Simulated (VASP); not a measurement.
Runs of VASP 6.6.1 on BaTiH3. The structure is that of space group Pm-3m (No. 221), or close to it. The cells are those of the table. 

```tsv
task	cell	k mesh	cutoff (eV)	gap on the mesh (eV)	pressure (GPa)	relaxed volume (Å³/atom)
single point	a = 4.124 Å, 5 atoms	10 × 10 × 10	520	none	0.1	-
relaxation of cell and atoms	relaxed from a = 3.516 Å, 5 atoms	6 × 6 × 6	600	none	0.0	(a)
relaxation of cell and atoms	relaxed from a = 4.121 Å, 5 atoms	10 × 10 × 10	600	none	0.0	14.06
single point	a = 4.121 Å, 5 atoms	6 × 6 × 6	520	none	0.1	-
```

Alike in all rows: level PBE+U; potentials or basis VASP PAW PBE potentials, release 64 (Ba_sv, Ti_sv, H); no spin polarisation; Ti d U = 4.0 eV; smearing gaussian 0.1 eV.

Question: Fill in the values left out.

Answer: (a) 13.98.

Caveats: spin-orbit coupling is left out, which moves the levels of the heavy elements; U without spin polarisation on a metal has little footing; the U is typed as a test and isn't derived for this compound; the electronic state changed during the relaxation (some runs); the volume moved by over 15 % at a fixed basis, so the end points are rough (some runs).

A k mesh can miss the band edges, and the runs leave out spin-orbit coupling on Ba.

A gap of «none» marks levels without a gap at the run's occupations.
